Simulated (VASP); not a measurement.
# W (C2/m) in VASP: single point with r2SCAN

Aim: the single point of W with r2SCAN.

All numbers are computed with VASP 6.6.1; they aren't measurements. Logs are shortened: lines on timing, memory, paths and dates and some standing lists are left out, and cuts for length are marked.

### 1 The cell of the first run

Symmetry: C2/m, No. 12, monoclinic system. Conventional cell: a = 4.943 Å, b = 2.916 Å, c = 2.629 Å, α = 90.00°, β = 120.73°, γ = 90.00°. Within 3.5 Å of W (site symmetry 2/m) lie 12 W at 2.63 to 2.92 Å.

### 2 Single point, r2SCAN

Contents of POSCAR:

```
W
1.0
    2.9124258200     -0.0021825299     -0.1484214885
   -1.4581030364      2.5255085416      0.0000000000
    1.3412059386      0.7743456097      2.1239317152
W
1
Direct
    0.0000000000      0.0000000000      0.0000000000
```

Contents of INCAR.step1:

```
SYSTEM = W
  PREC = Accurate
  ENCUT = 520
  ISMEAR = 0
  SIGMA = 0.1
  LREAL = .FALSE.
  LASPH = .TRUE.
  NELM = 80
  ISYM = 0
  NBANDS = 13
  GGA = PE
  ALGO = Normal
  EDIFF = 1E-4
  LWAVE = .TRUE.
  LCHARG = .FALSE.
```

Contents of INCAR.step2:

```
SYSTEM = W
  PREC = Accurate
  ENCUT = 520
  EDIFF = 1E-6
  ISMEAR = 0
  SIGMA = 0.1
  LREAL = .FALSE.
  LASPH = .TRUE.
  NELM = 80
  ALGO = Normal
  ISIF = 2
  LWAVE = .FALSE.
  LCHARG = .TRUE.
  METAGGA = R2SCAN
  LMIXTAU = .TRUE.
  LELF = .TRUE.
  LVHAR = .TRUE.
  ISYM = 0
  NBANDS = 13
  ISTART = 1
```

Contents of KPOINTS:

```
regular mesh
0
G
  12 12 15
  0 0 0
```

Potentials or basis: VASP PAW PBE potentials, release 64 (W_sv).

The run is started by

```bash
$ cat potpaw_PBE.64/W_sv/POTCAR > POTCAR
$ cp INCAR.step1 INCAR
$ mpirun -np 1 vasp_std > vasp.out
$ cp INCAR.step2 INCAR
$ mpirun -np 1 vasp_std > vasp.out
```

OUTCAR:

```text
SYSTEM = W
   PREC = Accurate
   ENCUT = 520
   EDIFF = 1E-6
   ISMEAR = 0
   LREAL = .FALSE.
   LASPH = .TRUE.
   NELM = 80
   ISIF = 2
   METAGGA = R2SCAN
   ISYM = 0
   ISTART = 1

 ion  position               nearest neighbor table
   1  0.000  0.000  0.000-

IMPORTANT INFORMATION: All symmetrisations will be switched off!
NOSYMM: (Re-)initialisation of all symmetry stuff for point group C_1.

----------------------------------------------------------------------------------------

                                     Primitive cell

  volume of cell :      16.2858

  direct lattice vectors                    reciprocal lattice vectors
     2.912425820 -0.002182530 -0.148421489     0.329366517  0.190159847 -0.277314834
    -1.458103036  2.525508542  0.000000000    -0.006772389  0.392049816 -0.138657417
     1.341205939  0.774345610  2.123931715     0.023016309  0.013288472  0.451446020

  length of vectors
     2.916206073  2.916206073  2.628598567     0.470687357  0.415902396  0.452227645

  position of ions in fractional coordinates (direct lattice)
     0.000000000  0.000000000  0.000000000

  ion indices of the primitive-cell ions
   primitive index   ion index
                 1           1

----------------------------------------------------------------------------------------

 KPOINTS: regular mesh

Automatic generation of k-mesh.
 Grid dimensions read from file:
 generate k-points for:   12   12   15

 Generating k-lattice:

  Cartesian coordinates                     Fractional coordinates (reciprocal lattice)
     0.027447210  0.015846654 -0.023109570     0.083333333 -0.000000000  0.000000000
    -0.000564366  0.032670818 -0.011554785     0.000000000  0.083333333 -0.000000000
     0.001534421  0.000885898  0.030096401     0.000000000 -0.000000000  0.066666667

  Length of vectors
     0.039223946  0.034658533  0.030148510

  Shift w.r.t. Gamma in fractional coordinates (k-lattice)
     0.000000000  0.000000000  0.000000000

 Subroutine IBZKPT returns following result:
 ===========================================

 Found   1082 irreducible k-points:

 Following reciprocal coordinates:
            Coordinates               Weight
  0.000000  0.000000  0.000000      1.000000
  0.083333  0.000000 -0.000000      2.000000
  0.166667  0.000000 -0.000000      2.000000
  0.250000  0.000000 -0.000000      2.000000
  0.333333  0.000000 -0.000000      2.000000
  0.416667  0.000000  0.000000      2.000000
[... 16 lines left out ...]
 -0.250000  0.166667  0.000000      2.000000
  0.166667  0.166667  0.000000      2.000000
 [... further k-points ...]
   k-points           NKPTS =   1082   k-points in BZ     NKDIM =   1082   number of bands    NBANDS=     13
   number of dos      NEDOS =    301   number of ions     NIONS =      1
   total plane-waves  NPLWV =  11520
   dimension x,y,z NGX =    24 NGY =   24 NGZ =   20
   dimension x,y,z NGXF=    48 NGYF=   48 NGZF=   40
   ions per type =               1
   NGX,Y,Z   is equivalent  to a cutoff of  13.68, 13.68, 12.65 a.u.
   NGXF,Y,Z  is equivalent  to a cutoff of  27.36, 27.36, 25.30 a.u.
 SYSTEM =  W
   PREC   = accura    normal or accurate (medium, high low for compatibility)
   ISTART =      1    job   : 0-new  1-cont  2-samecut
   ICHARG =      0    charge: 1-file 2-atom 10-const
   ISPIN  =      1    spin polarized calculation?
   LNONCOLLINEAR =      F non collinear calculations
   LSORBIT =      F    spin-orbit coupling
   LASPH  =      T    aspherical Exc in radial PAW
   ENCUT  =  520.0 eV  38.22 Ry    6.18 a.u.   5.42  5.42  4.89*2*pi/ulx,y,z
   NELM   =     80;   NELMIN=  2; NELMDL=  0     # of ELM steps
   EDIFF  = 0.1E-05   stopping-criterion for ELM
   LREAL  =      F    real-space projection
   EDIFFG = 0.1E-04   stopping-criterion for IOM
   NSW    =      0    number of steps for IOM
   IBRION =     -1    ionic relax: 0-MD 1-quasi-New 2-CG
   NFREE  =      0    steps in history (QN), initial steepest desc. (CG)
   ISIF   =      2    stress and relaxation
   ISYM   =      0    0-nonsym 1-usesym 2-fastsym
   POTIM  = 0.5000    time-step for ionic-motion
   TEBEG  =    0.0;   TEEND  =   0.0 temperature during run
   PSTRESS=    0.0 pullay stress
   NELECT =      14.0000    total number of electrons
   NUPDOWN=      -1.0000    fix difference up-down
   EMIN   =  10.00;   EMAX   =-10.00  energy-range for DOS
   EFERMI =   0.00;   METHOD = LEGACY
   ISMEAR =     0;   SIGMA  =   0.10  broadening in eV -4-tet -1-fermi 0-gaus
   EFERMI_NEDOS =   21; number of points for ismear=-14 and -15
   IALGO  =     38    algorithm
   IMIX   =      4    mixing-type and parameters
     AMIX     =   0.40;   BMIX     =  1.00
     AMIX_MAG =   1.60;   BMIX_MAG =  1.00
  volume/ion in A,a.u.               =      16.29       109.90
  Fermi-wavevector in a.u.,A,eV,Ry     =   1.556614  2.941573 32.967547  2.423046
  Thomas-Fermi vector in A             =   2.660384
   LORBIT       =      0    0 simple, 1 ext, 2 COOP (PROOUT), +10 PAW based schemes
   METAGGA = R2SCAN    functional components
   LHFCALC =     F    Hartree Fock is set to
   AEXX    =    0.0000 exact exchange contribution
   IVDW    =     0    specifies the selected vdW correction
   LEPSILON=     F    determine dielectric tensor
   LRPA    =     F    only Hartree local field effects (RPA)
 non-spin polarized calculation
 Gauss-broadening in eV      SIGMA  =   0.10
  energy-cutoff  :      520.00
  volume of cell :       16.29
 maximum number of plane-waves:       455
 NGX is ok and might be reduce to    24
   NGX = 11   NGY = 11   NGZ =  9

 number of electron      14.0000000 magnetization

 Free energy of the ion-electron system (eV)
  ---------------------------------------------------
  ext. energy  EPLUGINS =         0.00000000
  ---------------------------------------------------
  free energy    TOTEN  =       -50.87555220 eV

  energy without entropy =      -50.87160862  energy(sigma->0) =      -50.87358041

 E-fermi :  10.6394     XC(G=0): -14.7616

 val. band max:       10.6389577202   @ k =   0.0000   0.1667   0.2667
 cond. band min:      10.6417692394   @ k =   0.2500   0.0000   0.2667
 fundamental gap:      0.0028115192
 Fermi energy:        10.6394432454

 k-point     1 :       0.0000    0.0000    0.0000
  band No.  band energies     occupation
      1     -65.1670      2.00000
      2     -28.2020      2.00000
      3     -28.1571      2.00000
      4     -27.8373      2.00000
      5       0.9456      2.00000
      6       8.7156      2.00000
      7       9.2768      2.00000
      8      11.5203      0.00000
      9      12.4621      0.00000
     10      14.2812      0.00000
     11      23.8152      0.00000
     12      27.9397      0.00000
     13      29.1078      0.00000

 k-point     2 :       0.0833    0.0000   -0.0000
  band No.  band energies     occupation
      1     -65.1581      2.00000
      2     -28.2376      2.00000
      3     -28.2296      2.00000
      4     -27.8573      2.00000
      5       1.3267      2.00000
      6       8.4508      2.00000
      7       9.5538      2.00000
      8      11.6986      0.00000
      9      11.9521      0.00000
     10      14.3867      0.00000
     11      24.5795      0.00000
     12      27.9737      0.00000
     13      29.2424      0.00000

 k-point     3 :       0.1667    0.0000   -0.0000
  band No.  band energies     occupation
      1     -65.1336      2.00000
      2     -28.4529      2.00000
      3     -28.3044      2.00000
      4     -27.9109      2.00000
      5       2.3790      2.00000
      6       7.7898      2.00000
      7      10.3691      1.99987
      8      10.6888      0.48479
      9      12.3954      0.00000
     10      14.6846      0.00000
     11      26.6003      0.00000
     12      28.2699      0.00000
     13      29.3387      0.00000

 k-point     4 :       0.2500    0.0000   -0.0000
  band No.  band energies     occupation
      1     -65.1000      2.00000
      2     -28.7359      2.00000
      3     -28.4052      2.00000
      4     -27.9825      2.00000
      5       3.7476      2.00000
      6       7.0021      2.00000
      7       9.6814      2.00000
      8      11.6748      0.00000
      9      13.4262      0.00000
     10      15.1171      0.00000
     11      28.3398      0.00000
     12      28.7014      0.00000
     13      29.4154      0.00000

 k-point     5 :       0.3333    0.0000   -0.0000
  band No.  band energies     occupation
      1     -65.0664      2.00000
      2     -29.0069      2.00000
      3     -28.5044      2.00000
      4     -28.0531      2.00000
      5       4.6212      2.00000
      6       6.2927      2.00000
      7       9.8985      2.00000
      8      13.3735      0.00000
      9      14.7309      0.00000
     10      15.5848      0.00000
     11      25.9269      0.00000
     12      27.4622      0.00000
     13      29.0614      0.00000

 k-point     6 :       0.4167    0.0000    0.0000
  band No.  band energies     occupation
      1     -65.0417      2.00000
      2     -29.1982      2.00000
      3     -28.5762      2.00000
      4     -28.1042      2.00000
      5       4.6642      2.00000
      6       5.8020      2.00000
      7      11.4170      0.00000
      8      15.2107      0.00000
      9      15.9609      0.00000
     10      16.0129      0.00000
     11      23.3166      0.00000
     12      24.4681      0.00000
     13      26.7595      0.00000

 k-point     7 :       0.5000    0.0000   -0.0000
  band No.  band energies     occupation
      1     -65.0326      2.00000
      2     -29.2669      2.00000
      3     -28.6023      2.00000
      4     -28.1228      2.00000
      5       4.5754      2.00000
      6       5.6311      2.00000
      7      12.4068      0.00000
      8      16.0434      0.00000
      9      16.3165      0.00000
     10      16.6150      0.00000
     11      21.9770      0.00000
     12      22.9726      0.00000
     13      25.7751      0.00000
[... 193 lines left out ...]
 k-point    20 :      -0.0000    0.1667    0.0000
  band No.  band energies     occupation
      1     -65.1427      2.00000
      2     -28.4743      2.00000
      3     -28.2086      2.00000
      4     -27.8639      2.00000
      5       2.0449      2.00000
      6       8.4819      2.00000
      7       9.1134      2.00000
      8      11.9180      0.00000
      9      12.5075      0.00000
     10      14.0447      0.00000
     11      25.7205      0.00000
     12      26.0993      0.00000
     13      30.2292      0.00000

 k-point    21 :      -0.1667    0.1667    0.0000
  band No.  band energies     occupation
      1     -65.1427      2.00000
      2     -28.4743      2.00000
      3     -28.2086      2.00000
      4     -27.8639      2.00000
      5       2.0449      2.00000
      6       8.4819      2.00000
      7       9.1134      2.00000
      8      11.9180      0.00000
      9      12.5075      0.00000
     10      14.0447      0.00000
     11      25.7205      0.00000
     12      26.0993      0.00000
     13      30.2292      0.00000

 k-point    22 :       0.0833    0.1667   -0.0000
  band No.  band energies     occupation
      1     -65.1215      2.00000
      2     -28.6726      2.00000
      3     -28.2567      2.00000
      4     -27.9099      2.00000
      5       2.9555      2.00000
      6       7.9924      2.00000
      7       9.2648      2.00000
      8      12.1422      0.00000
      9      12.2400      0.00000
     10      14.6436      0.00000
     11      25.4255      0.00000
     12      27.2024      0.00000
     13      31.4896      0.00000

 k-point    23 :      -0.2500    0.1667    0.0000
  band No.  band energies     occupation
      1     -65.1215      2.00000
      2     -28.6726      2.00000
      3     -28.2567      2.00000
      4     -27.9099      2.00000
      5       2.9555      2.00000
      6       7.9924      2.00000
      7       9.2649      2.00000
      8      12.1422      0.00000
      9      12.2400      0.00000
     10      14.6436      0.00000
     11      25.4255      0.00000
     12      27.2024      0.00000
     13      31.4896      0.00000

 k-point    24 :       0.1667    0.1667    0.0000
  band No.  band energies     occupation
      1     -65.0924      2.00000
      2     -28.8807      2.00000
      3     -28.3786      2.00000
      4     -27.9720      2.00000
      5       4.1927      2.00000
      6       7.4184      2.00000
      7       8.7989      2.00000
      8      12.8151      0.00000
      9      12.9995      0.00000
     10      15.4055      0.00000
     11      25.1016      0.00000
     12      27.6020      0.00000
     13      30.9738      0.00000

 [... further k-points ...]

------------------------ aborting loop because EDIFF is reached ----------------------------------------

  FORCE on cell =-STRESS in cart. coord.  units (eV):
  Direction    XX          YY          ZZ          XY          YZ          ZX
  --------------------------------------------------------------------------------------
  -------------------------------------------------------------------------------------
  Total        0.2802717     -0.0764667      0.1254836      0.3089671      0.0013143      0.0022762
  in kB       27.5727405     -7.5226889     12.3448971     30.3957537      0.1293015      0.2239329
  external PRESSURE =      10.7983162 kB  Pullay stress =       0.0000000 kB

 VOLUME and BASIS-vectors are now :
 -----------------------------------------------------------------------------
  energy-cutoff  :      520.00
  volume of cell :       16.29
      direct lattice vectors                 reciprocal lattice vectors
     2.912425820 -0.002182530 -0.148421489     0.329366517  0.190159847 -0.277314834
    -1.458103036  2.525508542  0.000000000    -0.006772389  0.392049816 -0.138657417
     1.341205939  0.774345610  2.123931715     0.023016309  0.013288472  0.451446020

 POSITION                                       TOTAL-FORCE (eV/Angst)
 -----------------------------------------------------------------------------------
      0.00000      0.00000      0.00000        -0.000000      0.000000      0.000000
 -----------------------------------------------------------------------------------
    total drift:                               -0.000000      0.000000      0.000000

  FREE ENERGIE OF THE ION-ELECTRON SYSTEM (eV)
  ---------------------------------------------------
  free  energy   TOTEN  =       -50.8755522033 eV

  energy  without entropy=      -50.8716086200  energy(sigma->0) =      -50.87358041
```

Wall time 8 min (1 thread of Intel Xeon 8259CL, shared host); peak memory 0.32 GiB.

Results:

```
Free energy            : -50.8756 eV
Pressure               : 1.1 GPa
Band gap on the k mesh : zero (bands 7 and 8 overlap by 3.95 eV)
```

Stress tensor (GPa, compression positive):
```
 2.76  3.04  0.02
 3.04 -0.75  0.01
 0.02  0.01  1.23
```

Caveat: the PAW data sets were made with another functional, which shifts forces and pressure a little; spin-orbit coupling is left out, which moves the levels of the heavy elements.
